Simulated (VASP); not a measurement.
Set up this calculation in VASP 6.6.1, as the native input.

| Item | Value |
| --- | --- |
| Task | electric field gradients |
| Functional | PBE |
| Potentials or basis | VASP PAW PBE potentials, release 64 (Al, O) |
| Cutoff | 520 eV |
| k mesh | 3 × 3 × 3 |
| Occupations | gaussian, width 0.01 eV |
| Spin | no spin polarisation |
| Dipole correction | no |
| Further INCAR settings | LREAL = Auto; ALGO = Normal; EDIFF = 1e-08; NBANDS = 122 |

The structure of Al2O3 lies in POSCAR:

```
Al2O3
1.0
   -4.7605000000     -2.7484759565      4.3318666667
    4.7605000000     -2.7484759565      4.3318666667
    0.0000000000      5.4969519129      4.3318666667
Al O
16 24
Direct
    0.3520818657      0.3520818657      0.3520818657
    0.8520818657      0.8520818657      0.3520818657
    0.8520818657      0.3520818657      0.8520818657
    0.3520818657      0.8520818657      0.8520818657
    0.1479181343      0.1479181343      0.1479181343
    0.6479181343      0.6479181343      0.1479181343
    0.6479181343      0.1479181343      0.6479181343
    0.1479181343      0.6479181343      0.6479181343
    0.6479181343      0.6479181343      0.6479181343
    0.1479181343      0.1479181343      0.6479181343
    0.1479181343      0.6479181343      0.1479181343
    0.6479181343      0.1479181343      0.1479181343
    0.8520818657      0.8520818657      0.8520818657
    0.3520818657      0.3520818657      0.8520818657
    0.3520818657      0.8520818657      0.3520818657
    0.8520818657      0.3520818657      0.3520818657
    0.5967684462      0.4032315538      0.7500000000
    0.0967684462      0.9032315538      0.7500000000
    0.0967684462      0.4032315538      0.2500000000
    0.5967684462      0.9032315538      0.2500000000
    0.7500000000      0.5967684462      0.4032315538
    0.2500000000      0.0967684462      0.4032315538
    0.2500000000      0.5967684462      0.9032315538
    0.7500000000      0.0967684462      0.9032315538
    0.4032315538      0.7500000000      0.5967684462
    0.9032315538      0.2500000000      0.5967684462
    0.9032315538      0.7500000000      0.0967684462
    0.4032315538      0.2500000000      0.0967684462
    0.4032315538      0.5967684462      0.2500000000
    0.9032315538      0.0967684462      0.2500000000
    0.9032315538      0.5967684462      0.7500000000
    0.4032315538      0.0967684462      0.7500000000
    0.2500000000      0.4032315538      0.5967684462
    0.7500000000      0.9032315538      0.5967684462
    0.7500000000      0.4032315538      0.0967684462
    0.2500000000      0.9032315538      0.0967684462
    0.5967684462      0.2500000000      0.4032315538
    0.0967684462      0.7500000000      0.4032315538
    0.0967684462      0.2500000000      0.9032315538
    0.5967684462      0.7500000000      0.9032315538
```

One way to write it, as run:

INCAR

```
PREC     = Accurate       # precision mode
ENCUT    = 520            # plane-wave cutoff, eV
EDIFF    = 1E-8           # SCF threshold, eV
ISMEAR   = 0              # smearing method
SIGMA    = 0.01           # smearing width, eV
LREAL    = Auto         
LASPH    = True           # aspherical terms in the spheres
NELM     = 80             # most SCF steps
ALGO     = Normal         # electronic algorithm
ISIF     = 2              # what is computed and relaxed
LWAVE    = False          # write WAVECAR
LCHARG   = False          # write CHGCAR
GGA      = PE             # functional
LEFG     = True         
NBANDS   = 122            # bands
```

KPOINTS

```
regular mesh
0
Gamma
  3 3 3
```

Potentials or basis: VASP PAW PBE potentials, release 64 (Al, O).

Command:

```bash
$ cat potpaw_PBE.64/Al/POTCAR potpaw_PBE.64/O/POTCAR > POTCAR
$ mpirun -np 1 vasp_std > vasp.out
```

It gave:

- Pressure: 7.2 GPa
- Largest force: 0.005 eV/Å
- Band gap on the k mesh: 6.22 eV
- Largest electric field gradient by atom: Al +6.2; O -37.7 V/Å²

Caveat: the cell stands under pressure; without QUAD_EFG the Cq values of the log hold for a quadrupole moment of 1 mb, not for the nuclei.

Wall time 7.3 min on 1 thread of AMD EPYC 7R13 Processor (Zen 3), on a shared host, peak memory 0.42 GiB.
